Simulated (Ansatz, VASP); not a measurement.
**One calculation of Mo2N, two programs**

```
Mo N
1.0
     1.43042    0.82585    4.89425
    -1.43042    0.82585    4.89425
     0.00000   -1.65171    4.89425
Mo N
2 1
Direct
  0.24322 0.24322 0.24322
  0.75678 0.75678 0.75678
  0.00000 0.00000 0.00000
```

Alike in both runs: task electric field gradients; functional LDA; k mesh 18 × 18 × 18; occupations fermi-dirac, width 0.15 eV; no spin polarisation.

|  | VASP | Ansatz |
| --- | --- | --- |
| version | VASP 6.6.1 | Ansatz 0.2.0 |
| potentials or method | VASP PAW LDA potentials, release 64 (Mo_sv, N), cutoff 520 eV | scalar-relativistic, plane waves, PAW |
| valence electrons in the cell | 33 | 33 |

```csv
,VASP,Ansatz,Ansatz less VASP
gap on the k mesh at the Fermi level (eV),none,none,-
pressure (GPa),1.5,0.0,-1.47
rms of the force components (eV/Å),0.017,0.000,-0.0173
size of Vzz on the site where it differs most (V/Å²),26.1,24.5,-1.63
```

LDA's correlation is that of Perdew and Zunger in VASP and of Perdew and Wang (1992) in Ansatz. Atom by atom the forces differ by 0.017 eV/Å (rms over components). A gap of «none» marks a metal or a gap that the smearing closes.
